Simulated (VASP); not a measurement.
KF: single point with PBEsol

Crystal: KF.

```xyz
2
Lattice="2.9982 0.0000 0.0000 0.0000 2.9982 0.0000 0.0000 0.0000 2.9982" Properties=species:S:1:pos:R:3 pbc="T T T"
K     0.0000    0.0000    0.0000
F     1.4991    1.4991    1.4991
```

This cell differs from its parent crystal: strain -0.080 along x and y, -0.080 along z.

```yaml
Program: VASP 6.6.1
Task: single point
Functional: PBEsol
Potentials_or_basis: VASP PAW PBE potentials, release 64 (K_sv, F)
Cutoff: 520 eV
k_mesh: 8 × 8 × 8
Occupations: gaussian, width 0.05 eV
Spin: no spin polarisation
```

```json
{"Pressure": "10.8 GPa", "Band gap on the k mesh": "8.10 eV, direct"}
```

Levels at points of the mesh, in eV from the valence-band top:
| k point | band 6 | band 7 | band 8 | band 9 | band 10 | band 11 |
| --- | --- | --- | --- | --- | --- | --- |
| (0.00, 0.00, 0.00) | 0.00 | 0.00 | 0.00 | 8.10 | 8.35 | 8.35 |
| (0.50, 0.00, 0.00) | -1.68 | -0.30 | -0.30 | 9.64 | 10.96 | 13.46 |
| (0.50, 0.50, 0.00) | -0.64 | -0.64 | -0.04 | 8.99 | 9.71 | 12.82 |
| (0.50, 0.50, 0.50) | -1.64 | -1.64 | -1.64 | 11.58 | 11.58 | 11.58 |

Wall time 7.6 s on 1 thread of Intel(R) Xeon(R) Platinum 8488C (Sapphire Rapids), with other jobs on the host, peak memory 0.14 GiB.

Caveat: the cell differs from its parent crystal (strain -0.080 along x and y, -0.080 along z); the PAW data sets were made with another functional, which shifts forces and pressure a little. A k mesh can miss the band edges.
